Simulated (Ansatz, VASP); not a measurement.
# TePb in VASP and in Ansatz

```
Te Pb
1.0
     0.00000    3.22700    3.22700
     3.22700    0.00000    3.22700
     3.22700    3.22700    0.00000
Te Pb
1 1
Direct
  0.50000 0.50000 0.50000
  0.00000 0.00000 0.00000
```

Alike in both runs: task single point; functional LDA; k mesh 10 × 10 × 10; occupations fermi-dirac, width 0.03 eV; no spin polarisation.

```csv
,VASP,Ansatz
version,VASP 6.6.1,Ansatz 0.2.0
potentials or method,"VASP PAW LDA potentials, release 64 (Te, Pb_d), cutoff 520 eV","all-electron LAPW, scalar-relativistic"
```

|  | VASP | Ansatz | Ansatz less VASP |
| --- | --- | --- | --- |
| pressure (GPa) | -1.5 | -1.5 | -0.05 |

LDA's correlation is that of Perdew and Zunger in VASP and of Perdew and Wang (1992) in Ansatz. Ansatz ran all-electron here, and VASP with PAW potentials.

Spin-orbit coupling is off throughout.
